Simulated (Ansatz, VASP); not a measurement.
## Y: VASP beside Ansatz

File INCAR:

```
PREC = Accurate
ENCUT = 520
EDIFF = 1E-6
ISMEAR = 0
SIGMA = 0.15
LREAL = F
LASPH = T
NELM = 60
ALGO = Fast
ISIF = 2
LWAVE = F
LCHARG = F
GGA = PS
NBANDS = 18
```

KPOINTS

```
Automatic mesh
0
Gamma
  18 18 8
```

Contents of POSCAR:

```
Y
1.0
    3.7427867180      0.0000000000      0.0000000000
   -1.8713933590      3.2413483788      0.0000000000
    0.0000000000      0.0000000000      5.4600300000
Y
2
Direct
    0.3333333333      0.6666666667      0.2500000000
    0.6666666667      0.3333333333      0.7500000000
```

Input for Ansatz:

```yaml
crystal:
  lattice:
    - [3.742786718, 0.0, 0.0]
    - [-1.871393359, 3.2413483788, 0.0]
    - [0.0, 0.0, 5.46003]
  atoms:
    - { symbol: "Y", position: [0.3333333333, 0.6666666667, 0.25] }
    - { symbol: "Y", position: [0.6666666667, 0.3333333333, 0.75] }
basis:
  ecutwfc: 420
kpoints:
  mp_grid: { grid: [18, 18, 8] }
hamiltonian:
  xc: pbesol
scf:
  occupations: { method: gaussian, width: 0.15 }
output:
  forces: true
  stress: true
  eigenvalues: true
```

Change from the starting cell: strain +0.025 along x and y, -0.050 along z, atoms carried along.

Alike in both runs: task single point; functional PBEsol; k mesh 18 × 18 × 8; occupations gaussian, width 0.15 eV; no spin polarisation.

|  | VASP | Ansatz |
| --- | --- | --- |
| version | VASP 6.6.1 | Ansatz 0.2.0 |
| potentials or method | VASP PAW PBE potentials, release 64 (Y_sv), cutoff 520 eV | scalar-relativistic, plane waves, PAW |
| valence electrons in the cell | 22 | 22 |

|  | VASP | Ansatz | Ansatz less VASP |
| --- | --- | --- | --- |
| gap on the k mesh at the Fermi level (eV) | none | none | - |
| pressure (GPa) | -2.3 | -2.2 | +0.10 |
| traceless stress, the component that is largest in VASP (GPa) | 2.38 | 2.38 | 0.000 |

VASP's potentials were made for PBE, not for PBEsol. A gap of «none» marks a metal or a gap that the smearing closes.
